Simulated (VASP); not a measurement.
# C (I4/mmm) in VASP: a series of runs, part 2 of 2

VASP 6.6.1. The steps go on from the part before.

**3. Single point, PBE**

This run uses another cell than the first one, of 6.42 Å³/atom, 1.207 times its volume.

The input, INCAR:

```
PREC = Accurate ; ENCUT = 520
EDIFF = 1E-6 ; ISMEAR = 0
SIGMA = 0.1 ; LREAL = False
LASPH = True ; NELM = 100
ALGO = Normal ; ISIF = 2
LWAVE = False ; LCHARG = False
GGA = PE ; NBANDS = 13
```

The input, KPOINTS:

```
regular mesh
0
Gamma
  8 8 8
```

The input, POSCAR:

```
C
1.0
   -1.5591219139      1.5591219139      1.9801738475
    1.5591219139     -1.5591219139      1.9801738475
    1.5591219139      1.5591219139     -1.9801738475
C
3
Direct
    0.5000000000      0.0000000000      0.5000000000
    0.0000000000      0.5000000000      0.5000000000
    0.0000000000      0.0000000000      0.0000000000
```

Potentials or basis: VASP PAW PBE potentials, release 64 (C).

On the command line:

```console
> cat potpaw_PBE.64/C/POTCAR > POTCAR
> mpirun -np 1 vasp_std > vasp.out
```

OUTCAR:

```text
PREC = Accurate
   ENCUT = 520
   EDIFF = 1E-6
   ISMEAR = 0
   LREAL = False
   LASPH = True
   NELM = 100
   ISIF = 2
   GGA = PE

 ion  position               nearest neighbor table
   1  0.500  0.000  0.500-   3 1.56   3 1.56   2 1.98   2 1.98
   2  0.000  0.500  0.500-   3 1.56   3 1.56   1 1.98   1 1.98
   3  0.000  0.000  0.000-   1 1.56   2 1.56   2 1.56   1 1.56

  LATTYP: Found a body centered tetragonal cell.
 ALAT       =     3.1182438278
 C/A-ratio  =     1.2700570942

  Lattice vectors:

 A1 = (  -1.5591219139,   1.5591219139,   1.9801738475)
 A2 = (   1.5591219139,  -1.5591219139,   1.9801738475)
 A3 = (   1.5591219139,   1.5591219139,  -1.9801738475)

Analysis of symmetry for initial positions (statically):
=====================================================================
 Subroutine PRICEL returns:
 Original cell was already a primitive cell.

 Routine SETGRP: Setting up the symmetry group for a
 body centered tetragonal supercell.

 Subroutine GETGRP returns: Found 16 space group operations
 (whereof 16 operations were pure point group operations)
 out of a pool of 16 trial point group operations.

The static configuration has the point symmetry D_4h.

Analysis of symmetry for dynamics (positions and initial velocities):
=====================================================================
 Subroutine PRICEL returns:
 Original cell was already a primitive cell.

 Routine SETGRP: Setting up the symmetry group for a
 body centered tetragonal supercell.

 Subroutine GETGRP returns: Found 16 space group operations
 (whereof 16 operations were pure point group operations)
 out of a pool of 16 trial point group operations.

The dynamic configuration has the point symmetry D_4h.

 Subroutine INISYM returns: Found 16 space group operations
 (whereof 16 operations are pure point group operations),
 and found     1 'primitive' translations

----------------------------------------------------------------------------------------

                                     Primitive cell

  volume of cell :      19.2541

  direct lattice vectors                    reciprocal lattice vectors
    -1.559121914  1.559121914  1.980173847     0.000000000  0.320693331  0.252503082
     1.559121914 -1.559121914  1.980173847     0.320693331  0.000000000  0.252503082
     1.559121914  1.559121914 -1.980173847     0.320693331  0.320693331  0.000000000

  length of vectors
     2.963580731  2.963580731  2.963580731     0.408169106  0.408169106  0.453528858

  position of ions in fractional coordinates (direct lattice)
     0.500000000  0.000000000  0.500000000
     0.000000000  0.500000000  0.500000000
     0.000000000  0.000000000  0.000000000

  ion indices of the primitive-cell ions
   primitive index   ion index
                 1           1
                 2           2
                 3           3

----------------------------------------------------------------------------------------

 KPOINTS: regular mesh

Automatic generation of k-mesh.
 Grid dimensions read from file:
 generate k-points for:    8    8    8

 Generating k-lattice:

  Cartesian coordinates                     Fractional coordinates (reciprocal lattice)
     0.000000000  0.040086666  0.031562885     0.125000000 -0.000000000  0.000000000
     0.040086666  0.000000000  0.031562885    -0.000000000  0.125000000  0.000000000
     0.040086666  0.040086666  0.000000000     0.000000000  0.000000000  0.125000000

  Length of vectors
     0.051021138  0.051021138  0.056691107

  Shift w.r.t. Gamma in fractional coordinates (k-lattice)
     0.000000000  0.000000000  0.000000000

 Subroutine IBZKPT returns following result:
 ===========================================

 Found     59 irreducible k-points:

 Following reciprocal coordinates:
            Coordinates               Weight
  0.000000  0.000000  0.000000      1.000000
  0.125000  0.000000  0.000000      8.000000
  0.250000  0.000000  0.000000      8.000000
  0.375000  0.000000  0.000000      8.000000
  0.500000  0.000000  0.000000      4.000000
  0.125000  0.125000  0.000000      8.000000
[... 16 lines left out ...]
  0.250000  0.125000  0.125000     16.000000
  0.375000  0.125000  0.125000      8.000000
 [... further k-points ...]
   k-points           NKPTS =     59   k-points in BZ     NKDIM =     59   number of bands    NBANDS=     13
   number of dos      NEDOS =    301   number of ions     NIONS =      3
   total plane-waves  NPLWV =  13824
   dimension x,y,z NGX =    24 NGY =   24 NGZ =   24
   dimension x,y,z NGXF=    48 NGYF=   48 NGZF=   48
   ions per type =               3
   NGX,Y,Z   is equivalent  to a cutoff of  13.46, 13.46, 13.46 a.u.
   NGXF,Y,Z  is equivalent  to a cutoff of  26.93, 26.93, 26.93 a.u.
 SYSTEM =  unknown system
   PREC   = accura    normal or accurate (medium, high low for compatibility)
   ISTART =      0    job   : 0-new  1-cont  2-samecut
   ICHARG =      2    charge: 1-file 2-atom 10-const
   ISPIN  =      1    spin polarized calculation?
   LNONCOLLINEAR =      F non collinear calculations
   LSORBIT =      F    spin-orbit coupling
   LASPH  =      T    aspherical Exc in radial PAW
   ENCUT  =  520.0 eV  38.22 Ry    6.18 a.u.   5.51  5.51  5.51*2*pi/ulx,y,z
   NELM   =    100;   NELMIN=  2; NELMDL= -5     # of ELM steps
   EDIFF  = 0.1E-05   stopping-criterion for ELM
   LREAL  =      F    real-space projection
[... 7 lines left out ...]
   TEBEG  =    0.0;   TEEND  =   0.0 temperature during run
   PSTRESS=    0.0 pullay stress
   NELECT =      12.0000    total number of electrons
   NUPDOWN=      -1.0000    fix difference up-down
   EMIN   =  10.00;   EMAX   =-10.00  energy-range for DOS
   EFERMI =   0.00;   METHOD = LEGACY
   ISMEAR =     0;   SIGMA  =   0.10  broadening in eV -4-tet -1-fermi 0-gaus
   EFERMI_NEDOS =   21; number of points for ismear=-14 and -15
   IALGO  =     38    algorithm
   IMIX   =      4    mixing-type and parameters
     AMIX     =   0.40;   BMIX     =  1.00
     AMIX_MAG =   1.60;   BMIX_MAG =  1.00
  volume/ion in A,a.u.               =       6.42        43.31
  Fermi-wavevector in a.u.,A,eV,Ry     =   1.398387  2.642569 26.606011  1.955487
  Thomas-Fermi vector in A             =   2.521550
   LORBIT       =      0    0 simple, 1 ext, 2 COOP (PROOUT), +10 PAW based schemes
   GGA     = PE    functional components
   LHFCALC =     F    Hartree Fock is set to
   AEXX    =    0.0000 exact exchange contribution
   IVDW    =     0    specifies the selected vdW correction
   LEPSILON=     F    determine dielectric tensor
   LRPA    =     F    only Hartree local field effects (RPA)
 non-spin polarized calculation
 Gauss-broadening in eV      SIGMA  =   0.10
  energy-cutoff  :      520.00
  volume of cell :       19.25
 maximum number of plane-waves:       527
 NGX is ok and might be reduce to    24
   NGX = 11   NGY = 11   NGZ = 11

 number of electron      11.9999999 magnetization

 Free energy of the ion-electron system (eV)
  ---------------------------------------------------
  ext. energy  EPLUGINS =         0.00000000
  ---------------------------------------------------
  free energy    TOTEN  =       -18.19137541 eV

  energy without entropy =      -18.18940486  energy(sigma->0) =      -18.19039014

 E-fermi :   8.8976     XC(G=0): -12.9550

 val. band max:        8.8117255416   @ k =  -0.2500  -0.2500   0.1250
 cond. band min:       8.9468086004   @ k =   0.2500   0.0000   0.0000
 fundamental gap:      0.1350830588
 Fermi energy:         8.8975522900

 k-point     1 :       0.0000    0.0000    0.0000
  band No.  band energies     occupation
      1     -12.1774      2.00000
      2       0.6867      2.00000
      3       0.6867      2.00000
      4       5.6000      2.00000
      5       6.4840      2.00000
      6       8.5337      2.00000
      7      10.5568      0.00000
      8      10.5568      0.00000
      9      10.6463      0.00000
     10      16.9060      0.00000
     11      19.6633      0.00000
     12      19.6633      0.00000
     13      22.9787      0.00000
[... 353 lines left out ...]
 k-point    24 :       0.3750    0.1250    0.1250
  band No.  band energies     occupation
      1      -7.8385      2.00000
      2      -5.6682      2.00000
      3      -2.4585      2.00000
      4       2.9745      2.00000
      5       7.1411      2.00000
      6       7.3493      2.00000
      7      11.0906      0.00000
      8      11.9067      0.00000
      9      13.5239      0.00000
     10      17.7095      0.00000
     11      17.8987      0.00000
     12      23.6348      0.00000
     13      25.9775      0.00000

 [... further k-points ...]
[... 5 lines left out ...]
  --------------------------------------------------------------------------------------
  -------------------------------------------------------------------------------------
  Total        0.0622776      0.0622776      0.0313721      0.0000000      0.0000000      0.0000000
  in kB        5.1822554      5.1822554      2.6105421      0.0000000      0.0000000      0.0000000
  external PRESSURE =       4.3250176 kB  Pullay stress =       0.0000000 kB

 VOLUME and BASIS-vectors are now :
 -----------------------------------------------------------------------------
  energy-cutoff  :      520.00
  volume of cell :       19.25
      direct lattice vectors                 reciprocal lattice vectors
    -1.559121914  1.559121914  1.980173847     0.000000000  0.320693331  0.252503082
     1.559121914 -1.559121914  1.980173847     0.320693331  0.000000000  0.252503082
     1.559121914  1.559121914 -1.980173847     0.320693331  0.320693331  0.000000000

 POSITION                                       TOTAL-FORCE (eV/Angst)
 -----------------------------------------------------------------------------------
      0.00000      1.55912      0.00000         0.000000     -0.000000     -0.000000
      1.55912      0.00000      0.00000        -0.000000      0.000000      0.000000
      0.00000      0.00000      0.00000        -0.000000     -0.000000     -0.000000
 -----------------------------------------------------------------------------------
    total drift:                               -0.000000     -0.000000      0.000000

  FREE ENERGIE OF THE ION-ELECTRON SYSTEM (eV)
  ---------------------------------------------------
  free  energy   TOTEN  =       -18.1913754119 eV

  energy  without entropy=      -18.1894048610  energy(sigma->0) =      -18.19039014
```

OSZICAR:

```text
N       E                     dE             d eps       ncg     rms          rms(c)
DAV:   1     0.147652598083E+02    0.14765E+02   -0.65407E+03  1534   0.897E+02
DAV:   2    -0.174915937943E+02   -0.32257E+02   -0.29872E+02  1948   0.151E+02
DAV:   3    -0.185409577519E+02   -0.10494E+01   -0.10203E+01  1959   0.227E+01
DAV:   4    -0.185457474718E+02   -0.47897E-02   -0.47877E-02  1734   0.173E+00
DAV:   5    -0.185457854232E+02   -0.37951E-04   -0.37945E-04  1939   0.114E-01    0.444E+00
DAV:   6    -0.182572959784E+02    0.28849E+00   -0.31608E-01  1799   0.388E+00    0.248E+00
DAV:   7    -0.181942529132E+02    0.63043E-01   -0.11718E-01  1904   0.236E+00    0.977E-01
DAV:   8    -0.181912765736E+02    0.29763E-02   -0.11389E-02  1859   0.748E-01    0.245E-01
DAV:   9    -0.181913630526E+02   -0.86479E-04   -0.51055E-04  1804   0.157E-01    0.355E-02
DAV:  10    -0.181913739676E+02   -0.10915E-04   -0.19400E-05  1879   0.366E-02    0.156E-02
DAV:  11    -0.181913755904E+02   -0.16228E-05   -0.15003E-06  1511   0.107E-02    0.158E-03
DAV:  12    -0.181913754119E+02    0.17841E-06   -0.11771E-07   982   0.272E-03
   1 F= -.18191375E+02 E0= -.18190390E+02  d E =-.197055E-02
```

Wall time 7.6 s (1 thread of Intel Xeon Platinum 8488C (Sapphire Rapids), shared host); peak memory 0.13 GiB.

What came out:

```yaml
Free_energy: -18.1914 eV
Pressure: 0.4 GPa
Band_gap_on_the_k_mesh: zero (band 6 reaches 10.13 eV, above the bottom of band 7 at 8.39 eV)
```

Levels at points of the mesh, in eV from the Fermi level:
| k point | band 3 | band 4 | band 5 | band 6 | band 7 | band 8 | band 9 | band 10 |
| --- | --- | --- | --- | --- | --- | --- | --- | --- |
| (0.00, 0.00, 0.00) | -8.21 | -3.30 | -2.41 | -0.36 | 1.66 | 1.66 | 1.75 | 8.01 |
| (0.50, 0.00, 0.00) | -8.63 | -4.79 | -3.09 | -1.16 | -0.43 | 1.69 | 5.99 | 8.51 |
| (0.50, 0.50, 0.00) | -10.26 | -6.04 | -5.90 | -2.51 | 2.82 | 6.25 | 7.71 | 7.83 |
| (0.50, 0.50, 0.50) | -10.72 | -10.72 | -9.00 | -1.66 | 3.10 | 3.10 | 6.17 | 9.08 |
